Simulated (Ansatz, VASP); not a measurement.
## One calculation of Cr, two programs

File INCAR:

```
PREC = Accurate
ENCUT = 520
EDIFF = 1E-7
ISMEAR = -1
SIGMA = 0.05
LREAL = False
LASPH = True
NELM = 150
ALGO = Normal
ISIF = 2
LWAVE = False
LCHARG = False
ISPIN = 2
MAGMOM = 1.276 -1.276
LORBIT = 11
LMAXMIX = 4
GGA = RE
NBANDS = 23
```

KPOINTS

```
Automatic mesh
0
Gamma
  18 18 18
```

POSCAR

```
Cr
1.0
    2.8917791074      0.0000000000      0.0000000000
    0.0000000000      2.8917791074      0.0000000000
    0.0000000000      0.0000000000      2.8917791074
Cr
2
Direct
    0.0000000000      0.0000000000      0.0000000000
    0.5000000000      0.5000000000      0.5000000000
```

Input for Ansatz:

```yaml
crystal:
  lattice:
    - [2.8917791074, 0.0, 0.0]
    - [0.0, 2.8917791074, 0.0]
    - [0.0, 0.0, 2.8917791074]
  atoms:
    - { symbol: Cr, position: [0.0, 0.0, 0.0], spin: 1.276 }
    - { symbol: Cr, position: [0.5, 0.5, 0.5], spin: -1.276 }
hamiltonian:
  xc: revpbe
  pseudopotentials:
    kind: paw
    azcp:
      Cr: "pseudopotentials/Cr.paw.azcp"
basis:
  ecutwfc: 420
  fft_grid_basis: typed
kpoints:
  mp_grid: { grid: [18, 18, 18], shift: [0, 0, 0] }
magnetization:
  spin_polarized: true
scf:
  occupations: { method: fermi_dirac, width: 0.05 }
```

Alike in both runs: task single point; functional revPBE; k mesh 18 × 18 × 18; occupations fermi-dirac, width 0.05 eV; collinear spin.

```csv
,VASP,Ansatz
version,VASP 6.6.1,Ansatz 0.2.0
potentials or method,"VASP PAW PBE potentials, release 64 (Cr_pv), cutoff 520 eV","plane waves (420 eV) with PAW, scalar-relativistic"
valence electrons in the cell,24,28
```

VASP gave:

| Property | Result |
| --- | --- |
| net moment per atom (μB) | 0.00 |
| size of the moment on the site where the two differ most (μB) | 1.40 |

**Question.** Which values does Ansatz return?

**Answer.** net moment per atom (μB): 0.00; size of the moment on the site where the two differ most (μB): 1.29.

VASP's potentials were made for PBE, not for revPBE. Site moments also hang on the region over which each program counts them. VASP's potentials hold 24 valence electrons a cell and Ansatz's 28, so a difference there can come from the potentials and not from the codes.
